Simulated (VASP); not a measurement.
Input of a VASP 6.6.1 run:

Contents of POSCAR:

```
NaF
1.0
    0.0000000000      2.3273654428      2.3273654428
    2.3273654428      0.0000000000      2.3273654428
    2.3273654428      2.3273654428      0.0000000000
Na F
1 1
Direct
    0.0000000000      0.0000000000      0.0000000000
    0.5000000000      0.5000000000      0.5000000000
```

INCAR.step1

```
ALGO     = Normal         # electronic algorithm
EDIFF    = 1E-4           # SCF threshold, eV
ENCUT    = 520            # plane-wave cutoff, eV
GGA      = PE             # functional
ISMEAR   = 0              # smearing method
LASPH    = T              # aspherical terms in the spheres
LCHARG   = F              # write CHGCAR
LREAL    = F              # projectors in reciprocal space
LWAVE    = T              # write WAVECAR
NBANDS   = 14             # bands
NELM     = 80             # most SCF steps
PREC     = Accurate       # precision mode
SIGMA    = 0.05           # smearing width, eV
```

Contents of INCAR.step2:

```
ALGO     = Normal         # electronic algorithm
EDIFF    = 1E-6           # SCF threshold, eV
ENCUT    = 520            # plane-wave cutoff, eV
ISIF     = 2              # what is computed and relaxed
ISMEAR   = 0              # smearing method
ISTART   = 1            
LASPH    = T              # aspherical terms in the spheres
LCHARG   = F              # write CHGCAR
LMIXTAU  = T            
LREAL    = F              # projectors in reciprocal space
LWAVE    = F              # write WAVECAR
METAGGA  = R2SCAN         # meta-GGA
NBANDS   = 14             # bands
NELM     = 80             # most SCF steps
PREC     = Accurate       # precision mode
SIGMA    = 0.05           # smearing width, eV
```

Contents of KPOINTS:

```
k-points
0
Gamma
  8 8 8
```

Potentials or basis: VASP PAW PBE potentials, release 64 (Na_pv, F).

Launch:

```sh
$ cat potpaw_PBE.64/Na_pv/POTCAR potpaw_PBE.64/F/POTCAR > POTCAR
$ cp INCAR.step1 INCAR
$ mpirun -np 1 vasp_std > vasp.out
$ cp INCAR.step2 INCAR
$ mpirun -np 1 vasp_std > vasp.out
```

Question: Predict the pressure.

Answer: -2.3 GPa.

Question: Estimate the band gap on the k mesh.

Answer: 7.10 eV.

Caveat: the PAW data sets were made with another functional, which shifts forces and pressure a little. r2SCAN opens gaps a little over a GGA but as a rule still falls short of measured ones.
